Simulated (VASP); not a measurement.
## AlP: elastic constants with LDA

AlP:

```
CELL_PARAMETERS angstrom
0.00000 2.57570 2.57570
2.57570 0.00000 2.57570
2.57570 2.57570 0.00000
ATOMIC_POSITIONS crystal
Al 0.00000 0.00000 0.00000
P 0.75000 0.75000 0.75000
```

```json
{
 "Program": "VASP 6.6.1",
 "Task": "elastic constants",
 "Functional": "LDA",
 "Potentials or basis": "VASP PAW LDA potentials, release 64 (Al, P)",
 "Cutoff": "500 eV",
 "k mesh": "8 × 8 × 8",
 "Occupations": "gaussian, width 0.01 eV",
 "Spin": "no spin polarisation",
 "Dipole correction": "no",
 "Ions in elastic constants": "relaxed",
 "Further INCAR settings": "ALGO = Normal; EDIFF = 1e-08; NBANDS = 11; IBRION = 6; POTIM = 0.015; NSW = 1; ISIF = 3"
}
```

```json
{
 "Elastic constants C11, C12, C44": "176, 129, 57 GPa",
 "Voigt bulk modulus": "145 GPa",
 "Highest phonon frequency at Γ, LO-TO splitting left out": "533 cm⁻¹"
}
```

Phonon frequencies in cm⁻¹ (negative: imaginary):
```tsv
q point	frequencies
(0.000, 0.000, 0.000)	0 0 0 533 533 533
```

Elastic tensor in Voigt notation (GPa, in the Cartesian axes of the cell as first typed):
```
176 129 129   0   0   0
129 176 129   0   0   0
129 129 176   0   0   0
  0   0   0  57   0   0
  0   0   0   0  57   0
  0   0   0   0   0  57
```

Clamped-ion elastic tensor (GPa):
```
176 129 129   0   0   0
129 176 129   0   0   0
129 129 176   0   0   0
  0   0   0 144   0   0
  0   0   0   0 144   0
  0   0   0   0   0 144
```

Wall time 5.6 min on 1 thread of Intel Xeon 6975P-C, with other jobs on the host, peak memory 0.21 GiB.

Caveat: the cell is under stress, which shifts elastic constants.
